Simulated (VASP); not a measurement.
# MnSb in VASP: single point with PBE

Aim: the single point of MnSb with PBE.

All numbers are computed with VASP 6.6.1; they aren't measurements. Logs are shortened: lines on timing, memory, paths and dates and some standing lists are left out, and cuts for length are marked.

### Step 1. The cell of the first run

The typed cell holds 4 atoms: a = 4.572 Å, b = 4.572 Å, c = 3.740 Å, α = 90.00°, β = 90.00°, γ = 90.00°.

### Step 2. Single point, PBE, collinear spin, ferromagnetic start

The input, INCAR:

```
PREC     = Accurate       # precision mode
ENCUT    = 520            # plane-wave cutoff, eV
EDIFF    = 1E-7           # SCF threshold, eV
ISMEAR   = 0              # smearing method
SIGMA    = 0.1            # smearing width, eV
LREAL    = F              # projectors in reciprocal space
LASPH    = T              # aspherical terms in the spheres
NELM     = 150            # most SCF steps
ALGO     = Normal         # electronic algorithm
ISIF     = 2              # what is computed and relaxed
LWAVE    = F              # write WAVECAR
LCHARG   = F              # write CHGCAR
ISPIN    = 2              # spin polarisation
MAGMOM   = 2.58 2.58 0 0  # initial moments
LORBIT   = 11             # projections on sites
LMAXMIX  = 4              # l up to which the mixer works
GGA      = PE             # functional
NBANDS   = 30             # bands
```

The input, KPOINTS:

```
Automatic mesh
0
Gamma
  4 4 4
```

The input, POSCAR:

```
MnSb
1.0
    4.5716197844      0.0000000000      0.0000000000
    0.0000000000      4.5716197844      0.0000000000
    0.0000000000      0.0000000000      3.7400225540
Mn Sb
2 2
Direct
    0.0000000000      0.5000000000      0.4999744037
    0.5000000000      0.0000000000      0.5000255963
    0.0000000000      0.0000000000      0.0000000000
    0.5000000000      0.5000000000      0.0000000000
```

Potentials or basis: VASP PAW PBE potentials, release 64 (Mn_pv, Sb).

Launch:

```sh
$ cat potpaw_PBE.64/Mn_pv/POTCAR potpaw_PBE.64/Sb/POTCAR > POTCAR
$ mpirun -np 1 vasp_std > vasp.out
```

OUTCAR:

```text
PREC = Accurate
   ENCUT = 520
   EDIFF = 1E-7
   ISMEAR = 0
   LREAL = F
   LASPH = T
   NELM = 150
   ISIF = 2
   ISPIN = 2
   LORBIT = 11
   GGA = PE

 ion  position               nearest neighbor table
   1  0.000  0.500  0.500-   3 2.95   4 2.95   3 2.95   4 2.95   3 2.95   3 2.95   4 2.95   4 2.95

   2  0.500  0.000  0.500-   3 2.95   4 2.95   4 2.95   3 2.95   3 2.95   4 2.95   4 2.95   3 2.95

   3  0.000  0.000  0.000-   1 2.95   2 2.95   1 2.95   2 2.95   2 2.95   1 2.95   2 2.95   1 2.95
                             4 3.23   4 3.23   4 3.23   4 3.23
   4  0.500  0.500  0.000-   1 2.95   2 2.95   2 2.95   1 2.95   2 2.95   2 2.95   1 2.95   1 2.95
                             3 3.23   3 3.23   3 3.23   3 3.23

  LATTYP: Found a simple tetragonal cell.
 ALAT       =     4.5716197844
 C/A-ratio  =     0.8180957145

  Lattice vectors:

 A1 = (   4.5716197844,   0.0000000000,   0.0000000000)
 A2 = (   0.0000000000,   4.5716197844,   0.0000000000)
 A3 = (   0.0000000000,   0.0000000000,   3.7400225540)

Analysis of symmetry for initial positions (statically):
=====================================================================
 Subroutine PRICEL returns:
 Original cell was already a primitive cell.

 Routine SETGRP: Setting up the symmetry group for a
 simple tetragonal supercell.

 Subroutine GETGRP returns: Found 16 space group operations
 (whereof  8 operations were pure point group operations)
 out of a pool of 16 trial point group operations.

The static configuration has the point symmetry D_2d.
 The point group associated with its full space group is D_4h.

Analysis of symmetry for dynamics (positions and initial velocities):
=====================================================================
 Subroutine PRICEL returns:
 Original cell was already a primitive cell.

 Routine SETGRP: Setting up the symmetry group for a
 simple tetragonal supercell.

 Subroutine GETGRP returns: Found 16 space group operations
 (whereof  8 operations were pure point group operations)
 out of a pool of 16 trial point group operations.

The dynamic configuration has the point symmetry D_2d.
 The point group associated with its full space group is D_4h.

Analysis of structural, dynamic, and magnetic symmetry:
=====================================================================
 Subroutine PRICEL returns:
 Original cell was already a primitive cell.

 Routine SETGRP: Setting up the symmetry group for a
 simple tetragonal supercell.

 Subroutine GETGRP returns: Found 16 space group operations
 (whereof  8 operations were pure point group operations)
 out of a pool of 16 trial point group operations.

The overall configuration has the point symmetry D_2d.
 The point group associated with its full space group is D_4h.

 Subroutine INISYM returns: Found 16 space group operations
 (whereof  8 operations are pure point group operations),
 and found     1 'primitive' translations

----------------------------------------------------------------------------------------

                                     Primitive cell

  volume of cell :      78.1654

  direct lattice vectors                    reciprocal lattice vectors
     4.571619784  0.000000000  0.000000000     0.218740851  0.000000000  0.000000000
     0.000000000  4.571619784  0.000000000     0.000000000  0.218740851  0.000000000
     0.000000000  0.000000000  3.740022554     0.000000000  0.000000000  0.267378067

  length of vectors
     4.571619784  4.571619784  3.740022554     0.218740851  0.218740851  0.267378067

  position of ions in fractional coordinates (direct lattice)
     0.000000000  0.500000000  0.499974404
     0.500000000  0.000000000  0.500025596
     0.000000000  0.000000000  0.000000000
     0.500000000  0.500000000  0.000000000

  ion indices of the primitive-cell ions
   primitive index   ion index
                 1           1
                 2           2
                 3           3
                 4           4

----------------------------------------------------------------------------------------

 KPOINTS: Automatic mesh

Automatic generation of k-mesh.
 Grid dimensions read from file:
 generate k-points for:    4    4    4

 Generating k-lattice:

  Cartesian coordinates                     Fractional coordinates (reciprocal lattice)
     0.054685213  0.000000000  0.000000000     0.250000000  0.000000000  0.000000000
     0.000000000  0.054685213  0.000000000     0.000000000  0.250000000  0.000000000
     0.000000000  0.000000000  0.066844517     0.000000000  0.000000000  0.250000000

  Length of vectors
     0.054685213  0.054685213  0.066844517

  Shift w.r.t. Gamma in fractional coordinates (k-lattice)
     0.000000000  0.000000000  0.000000000

 Subroutine IBZKPT returns following result:
 ===========================================

 Found     18 irreducible k-points:

 Following reciprocal coordinates:
            Coordinates               Weight
  0.000000  0.000000  0.000000      1.000000
  0.250000  0.000000  0.000000      4.000000
  0.500000  0.000000  0.000000      2.000000
  0.250000  0.250000  0.000000      4.000000
  0.500000  0.250000  0.000000      4.000000
  0.500000  0.500000  0.000000      1.000000
[... 10 lines left out ...]
  0.500000  0.250000  0.500000      4.000000
  0.500000  0.500000  0.500000      1.000000
   k-points           NKPTS =     18   k-points in BZ     NKDIM =     18   number of bands    NBANDS=     30
   number of dos      NEDOS =    301   number of ions     NIONS =      4
   total plane-waves  NPLWV =  36288
   dimension x,y,z NGX =    36 NGY =   36 NGZ =   28
   dimension x,y,z NGXF=    72 NGYF=   72 NGZF=   56
   ions per type =               2   2
   NGX,Y,Z   is equivalent  to a cutoff of  13.09, 13.09, 12.45 a.u.
   NGXF,Y,Z  is equivalent  to a cutoff of  26.18, 26.18, 24.89 a.u.
 SYSTEM =  unknown system
   PREC   = accura    normal or accurate (medium, high low for compatibility)
   ISTART =      0    job   : 0-new  1-cont  2-samecut
   ICHARG =      2    charge: 1-file 2-atom 10-const
   ISPIN  =      2    spin polarized calculation?
   LNONCOLLINEAR =      F non collinear calculations
   LSORBIT =      F    spin-orbit coupling
   LASPH  =      T    aspherical Exc in radial PAW
   ENCUT  =  520.0 eV  38.22 Ry    6.18 a.u.   8.50  8.50  6.95*2*pi/ulx,y,z
   NELM   =    150;   NELMIN=  2; NELMDL= -5     # of ELM steps
   EDIFF  = 0.1E-06   stopping-criterion for ELM
   LREAL  =      F    real-space projection
   EDIFFG = 0.1E-05   stopping-criterion for IOM
   NSW    =      0    number of steps for IOM
   IBRION =     -1    ionic relax: 0-MD 1-quasi-New 2-CG
   NFREE  =      0    steps in history (QN), initial steepest desc. (CG)
   ISIF   =      2    stress and relaxation
   ISYM   =      2    0-nonsym 1-usesym 2-fastsym
   POTIM  = 0.5000    time-step for ionic-motion
   TEBEG  =    0.0;   TEEND  =   0.0 temperature during run
   PSTRESS=    0.0 pullay stress
   NELECT =      36.0000    total number of electrons
   NUPDOWN=      -1.0000    fix difference up-down
   EMIN   =  10.00;   EMAX   =-10.00  energy-range for DOS
   EFERMI =   0.00;   METHOD = LEGACY
   ISMEAR =     0;   SIGMA  =   0.10  broadening in eV -4-tet -1-fermi 0-gaus
   EFERMI_NEDOS =   21; number of points for ismear=-14 and -15
   IALGO  =     38    algorithm
   IMIX   =      4    mixing-type and parameters
     AMIX     =   0.40;   BMIX     =  1.00
     AMIX_MAG =   1.60;   BMIX_MAG =  1.00
  volume/ion in A,a.u.               =      19.54       131.87
  Fermi-wavevector in a.u.,A,eV,Ry     =   1.264263  2.389111 21.747030  1.598362
  Thomas-Fermi vector in A             =   2.397578
   LORBIT       =     11    0 simple, 1 ext, 2 COOP (PROOUT), +10 PAW based schemes
   GGA     = PE    functional components
   LHFCALC =     F    Hartree Fock is set to
   AEXX    =    0.0000 exact exchange contribution
   IVDW    =     0    specifies the selected vdW correction
   LEPSILON=     F    determine dielectric tensor
   LRPA    =     F    only Hartree local field effects (RPA)
 spin polarized calculation
 Gauss-broadening in eV      SIGMA  =   0.10
  energy-cutoff  :      520.00
  volume of cell :       78.17
 maximum number of plane-waves:      2134
 NGX is ok and might be reduce to    36
   NGX = 17   NGY = 17   NGZ = 13

 number of electron      36.0000020 magnetization       6.9890527

 Free energy of the ion-electron system (eV)
  ---------------------------------------------------
  ext. energy  EPLUGINS =         0.00000000
  ---------------------------------------------------
  free energy    TOTEN  =       -25.10019757 eV

  energy without entropy =      -25.07998066  energy(sigma->0) =      -25.09008911

 E-fermi :   9.1760     XC(G=0): -11.2011

 val. band max:        9.1638394544   @ k =   0.5000   0.2500   0.2500
 cond. band min:       9.1764549717   @ k =   0.5000   0.0000   0.5000
 fundamental gap:      0.0126155173
 Fermi energy:         9.1759971492

 spin component 1

 k-point     1 :       0.0000    0.0000    0.0000
  band No.  band energies     occupation
      1     -40.6518      1.00000
      2     -40.6479      1.00000
      3     -40.5455      1.00000
      4     -40.5455      1.00000
      5     -40.5254      1.00000
      6     -40.5254      1.00000
[... 22 lines left out ...]
     29      16.4212      0.00000
     30      16.4212      0.00000

 k-point     2 :       0.2500    0.0000    0.0000
  band No.  band energies     occupation
      1     -40.6512      1.00000
      2     -40.6484      1.00000
      3     -40.5427      1.00000
      4     -40.5426      1.00000
      5     -40.5284      1.00000
      6     -40.5283      1.00000
[... 520 lines left out ...]
 k-point    18 :       0.5000    0.5000    0.5000
  band No.  band energies     occupation
      1     -40.6534      1.00000
      2     -40.6534      1.00000
      3     -40.5473      1.00000
      4     -40.5473      1.00000
      5     -40.5233      1.00000
      6     -40.5233      1.00000
[... 22 lines left out ...]
     29      19.2165      0.00000
     30      19.2165      0.00000
 Fermi energy:         9.1759971492

 spin component 2

 k-point     1 :       0.0000    0.0000    0.0000
  band No.  band energies     occupation
      1     -36.9418      1.00000
      2     -36.9369      1.00000
      3     -36.9282      1.00000
      4     -36.9282      1.00000
      5     -36.9034      1.00000
      6     -36.9034      1.00000
[... 22 lines left out ...]
     29      16.8165      0.00000
     30      16.8165      0.00000

 k-point     2 :       0.2500    0.0000    0.0000
  band No.  band energies     occupation
      1     -36.9410      1.00000
      2     -36.9375      1.00000
      3     -36.9247      1.00000
      4     -36.9245      1.00000
      5     -36.9072      1.00000
      6     -36.9070      1.00000
[... 520 lines left out ...]
 k-point    18 :       0.5000    0.5000    0.5000
  band No.  band energies     occupation
      1     -36.9440      1.00000
      2     -36.9440      1.00000
      3     -36.9304      1.00000
      4     -36.9304      1.00000
      5     -36.9008      1.00000
      6     -36.9008      1.00000
[... 22 lines left out ...]
     29      19.4322      0.00000
     30      19.4360      0.00000

------------------------ aborting loop because EDIFF is reached ----------------------------------------

  FORCE on cell =-STRESS in cart. coord.  units (eV):
  Direction    XX          YY          ZZ          XY          YZ          ZX
  --------------------------------------------------------------------------------------
  -------------------------------------------------------------------------------------
  Total        0.1232021      0.1232021     -0.0054469      0.0000000     -0.0000000      0.0000000
  in kB        2.5253080      2.5253080     -0.1116463      0.0000000     -0.0000000      0.0000000
  external PRESSURE =       1.6463233 kB  Pullay stress =       0.0000000 kB

 VOLUME and BASIS-vectors are now :
 -----------------------------------------------------------------------------
  energy-cutoff  :      520.00
  volume of cell :       78.17
      direct lattice vectors                 reciprocal lattice vectors
     4.571619784  0.000000000  0.000000000     0.218740851  0.000000000  0.000000000
     0.000000000  4.571619784  0.000000000     0.000000000  0.218740851  0.000000000
     0.000000000  0.000000000  3.740022554     0.000000000  0.000000000  0.267378067

 POSITION                                       TOTAL-FORCE (eV/Angst)
 -----------------------------------------------------------------------------------
      0.00000      2.28581      1.86992         0.000000     -0.000000      0.000366
      2.28581      0.00000      1.87011        -0.000000     -0.000000     -0.000366
      0.00000      0.00000      0.00000        -0.000000     -0.000000      0.000000
      2.28581      2.28581      0.00000        -0.000000      0.000000      0.000000
 -----------------------------------------------------------------------------------
    total drift:                                0.000000      0.000000     -0.000000

  FREE ENERGIE OF THE ION-ELECTRON SYSTEM (eV)
  ---------------------------------------------------
  free  energy   TOTEN  =       -25.1001975659 eV

  energy  without entropy=      -25.0799806558  energy(sigma->0) =      -25.09008911

 total charge

# of ion       s       p       d       tot
------------------------------------------
    1        0.242   6.162   5.071  11.475
    2        0.242   6.162   5.071  11.475
    3        1.198   1.177   0.058   2.433
    4        1.198   1.177   0.058   2.433
--------------------------------------------------
tot          2.880  14.677  10.258  27.815

 magnetization (x)

# of ion       s       p       d       tot
------------------------------------------
    1        0.026   0.023   3.420   3.468
    2        0.026   0.023   3.420   3.468
    3        0.032  -0.094   0.000  -0.062
    4        0.032  -0.094   0.000  -0.062
--------------------------------------------------
tot          0.115  -0.143   6.840   6.812
```

Run time: 95 s. Hardware: 1 thread of AMD EPYC 7R13 (Zen 3), shared host; peak memory 0.21 GiB.

Results:

```yaml
Free_energy: -25.1002 eV
Pressure: 0.2 GPa
Net_moment: 6.99 μB per cell
Site_moments: Mn +3.47; Sb -0.06 μB
Valence_electrons_inside_the_program's_atomic_spheres: Mn 11.47; Sb 2.43
```

Levels at points of the mesh, in eV from the Fermi level:
Spin up:
| k point | band 17 | band 18 | band 19 | band 20 | band 21 | band 22 | band 23 | band 24 | band 25 | band 26 |
| --- | --- | --- | --- | --- | --- | --- | --- | --- | --- | --- |
| (0.00, 0.00, 0.00) | -2.13 | -1.92 | -1.56 | -1.50 | -1.36 | 0.89 | 1.64 | 1.64 | 2.59 | 2.70 |
| (0.50, 0.00, 0.00) | -2.40 | -2.40 | -0.90 | -0.90 | -0.75 | -0.75 | 1.32 | 1.32 | 4.20 | 4.20 |
| (0.50, 0.50, 0.00) | -2.10 | -2.10 | -1.24 | -1.24 | 2.79 | 2.79 | 4.42 | 4.42 | 4.80 | 4.80 |
| (0.00, 0.00, 0.50) | -1.92 | -1.88 | -1.35 | 0.34 | 0.34 | 1.13 | 1.27 | 1.27 | 1.50 | 3.68 |
| (0.50, 0.00, 0.50) | -2.10 | -2.10 | -1.91 | -1.91 | -0.84 | -0.84 | 1.08 | 1.08 | 3.59 | 3.59 |
| (0.50, 0.50, 0.50) | -2.25 | -2.25 | -1.89 | -1.89 | -1.41 | -1.41 | 0.08 | 0.08 | 4.71 | 4.71 |
Spin down:
| k point | band 11 | band 12 | band 13 | band 14 | band 15 | band 16 | band 17 | band 18 |
| --- | --- | --- | --- | --- | --- | --- | --- | --- |
| (0.00, 0.00, 0.00) | -1.42 | -1.21 | -1.03 | -0.69 | 0.24 | 0.24 | 1.13 | 1.13 |
| (0.50, 0.00, 0.00) | -2.84 | -2.84 | -1.15 | -1.15 | 0.18 | 0.18 | 0.67 | 0.67 |
| (0.50, 0.50, 0.00) | -1.62 | -1.62 | -0.28 | -0.28 | 0.19 | 0.19 | 1.19 | 1.19 |
| (0.00, 0.00, 0.50) | -4.27 | -3.51 | -0.46 | -0.18 | -0.18 | 1.07 | 1.43 | 1.50 |
| (0.50, 0.00, 0.50) | -2.58 | -2.58 | -1.07 | -1.07 | 0.00 | 0.00 | 0.58 | 0.58 |
| (0.50, 0.50, 0.50) | -4.32 | -4.32 | -1.67 | -1.67 | 0.89 | 0.89 | 0.90 | 0.90 |

Caveat: the k points lie up to 0.42 Å⁻¹ apart; spin-orbit coupling is left out, which moves the levels of the heavy elements; only a ferromagnetic start was run, and an antiferromagnetic order may lie lower in energy.
